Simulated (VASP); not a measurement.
Runs of VASP 6.6.1 on KBr. The structure is that of space group P6_3/mmc (No. 194), or close to it. The cells are those of the table. 

```csv
level,cell,gap on the mesh (eV),pressure (GPa)
r2SCAN,"a = 5.503, b = 5.503, c = 6.420 Å, angles 90.0, 90.0, 120.0°, 4 atoms",4.84,0.9
PBE,"a = 5.783, b = 5.783, c = 6.782 Å, angles 90.0, 90.0, 120.0°, 4 atoms",4.05,(a)
r2SCAN,"a = 5.561, b = 5.561, c = 6.487 Å, angles 90.0, 90.0, 120.0°, 4 atoms",4.80,0.4
PBE,"a = 5.728, b = 5.728, c = 6.717 Å, angles 90.0, 90.0, 120.0°, 4 atoms",4.09,-0.3
r2SCAN,"a = 5.618, b = 5.618, c = 6.554 Å, angles 90.0, 90.0, 120.0°, 4 atoms",(b),0.0
```

Alike in all rows: task single point; potentials or basis VASP PAW PBE potentials, release 64 (K_sv, Br); no spin polarisation; k mesh 6 × 6 × 4; cutoff (eV) 520; smearing gaussian 0.01 eV.

**Question.** Estimate the missing entries.

**Answer.** (a) -0.5; (b) 4.77.

Caveats: the PAW data sets were made with another functional, which shifts forces and pressure a little (some runs).

A k mesh can miss the band edges, and the runs leave out spin-orbit coupling on Br.
